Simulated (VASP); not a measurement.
Write the native input for VASP 6.6.1 that does the following.

```yaml
Task: single point
Functional: r2SCAN
Potentials_or_basis: VASP PAW PBE potentials, release 64 (Sn_d, O)
Cutoff: 520 eV
k_mesh: 8 × 8 × 8
Occupations: gaussian, width 0.01 eV
Spin: no spin polarisation
Dipole_correction: no
Further_INCAR_settings: ALGO = Normal; EDIFF = 1e-06; NBANDS = 17
```

The system is SnO.

```
Sn O
1.0
     0.00000    2.63718    2.63718
     2.63718    0.00000    2.63718
     2.63718    2.63718    0.00000
Sn O
1 1
Direct
  0.00000 0.00000 0.00000
  0.50000 0.50000 0.50000
```

This cell differs from its parent crystal: strain +4.0%.

The input as run:

POSCAR

```
SnO
1.0
    0.0000000000      2.6371837005      2.6371837005
    2.6371837005      0.0000000000      2.6371837005
    2.6371837005      2.6371837005      0.0000000000
Sn O
1 1
Direct
    0.0000000000      0.0000000000      0.0000000000
    0.5000000000      0.5000000000      0.5000000000
```

INCAR.step1

```
PREC = Accurate
ENCUT = 520
ISMEAR = 0
SIGMA = 0.01
LREAL = False
LASPH = True
NELM = 80
NBANDS = 17
GGA = PE
ALGO = Normal
EDIFF = 1E-4
LWAVE = True
LCHARG = False
```

INCAR.step2

```
PREC = Accurate
ENCUT = 520
EDIFF = 1E-6
ISMEAR = 0
SIGMA = 0.01
LREAL = False
LASPH = True
NELM = 80
ALGO = Normal
ISIF = 2
LWAVE = False
LCHARG = True
METAGGA = R2SCAN
LMIXTAU = True
LELF = True
LVHAR = True
NBANDS = 17
ISTART = 1
```

KPOINTS

```
Automatic mesh
0
Gamma
  8 8 8
```

Potentials or basis: VASP PAW PBE potentials, release 64 (Sn_d, O).

The run is started by

```console
$ cat potpaw_PBE.64/Sn_d/POTCAR potpaw_PBE.64/O/POTCAR > POTCAR
$ cp INCAR.step1 INCAR
$ mpirun -np 1 vasp_std > vasp.out
$ cp INCAR.step2 INCAR
$ mpirun -np 1 vasp_std > vasp.out
```

It gave:

```
Pressure               : -9.1 GPa
Band gap on the k mesh : 0.80 eV (least direct gap 0.91 eV)
```

Caveat: the cell differs from its parent crystal (strain +4.0%); the cell stands under tension; the PAW data sets were made with another functional, which shifts forces and pressure a little; spin-orbit coupling is left out, which moves the levels of the heavy elements.

Run time: 80 s on 1 thread of Intel Xeon 8259CL, with other jobs on the host, peak memory 0.17 GiB.
